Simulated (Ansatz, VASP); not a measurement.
**SiC: VASP beside Ansatz**

INCAR

```
PREC = Accurate ; ENCUT = 520
EDIFF = 1E-8 ; ISMEAR = -1
SIGMA = 0.08 ; LREAL = False
LASPH = True ; NELM = 80
ALGO = Normal ; ISIF = 2
LWAVE = False ; LCHARG = False
GGA = PE ; LEFG = True
NBANDS = 11
```

Contents of KPOINTS:

```
Automatic mesh
0
Gamma
  16 16 16
```

POSCAR

```
SiC
1.0
    0.0000000000      2.2328221474      2.2328221474
    2.2328221474      0.0000000000      2.2328221474
    2.2328221474      2.2328221474      0.0000000000
Si C
1 1
Direct
    0.0000000000      0.0000000000      0.0000000000
    0.2500000000      0.2500000000      0.2500000000
```

Input for Ansatz:

```yaml
crystal:
  lattice:
    - [0.0, 2.2328221474, 2.2328221474]
    - [2.2328221474, 0.0, 2.2328221474]
    - [2.2328221474, 2.2328221474, 0.0]
  atoms:
    - { symbol: Si, position: [0.0, 0.0, 0.0] }
    - { symbol: C, position: [0.25, 0.25, 0.25] }
kpoints:
  mp_grid: { grid: [16, 16, 16] }
scf:
  occupations: { method: fermi_dirac, width: 0.08 }
hamiltonian:
  xc: pbe
  pseudopotentials: { kind: all_electron, datasets: crystal }
output:
  forces: true
  stress: true
  eigenvalues: true
  efg: { contact_densities: true }
```

Change from the starting cell: volume scaled by 1.06, crystal datasets.

Alike in both runs: task electric field gradients; functional PBE; k mesh 16 × 16 × 16; occupations fermi-dirac, width 0.08 eV; no spin polarisation.

|  | VASP | Ansatz |
| --- | --- | --- |
| version | VASP 6.6.1 | Ansatz 0.2.0 |
| potentials or method | VASP PAW PBE potentials, release 64 (Si, C), cutoff 520 eV | all-electron PAW with datasets made for the crystal, scalar-relativistic |

|  | VASP | Ansatz | Ansatz less VASP |
| --- | --- | --- | --- |
| pressure (GPa) | -11.1 | -11.0 | +0.06 |

Ansatz ran all-electron here, and VASP with PAW potentials.
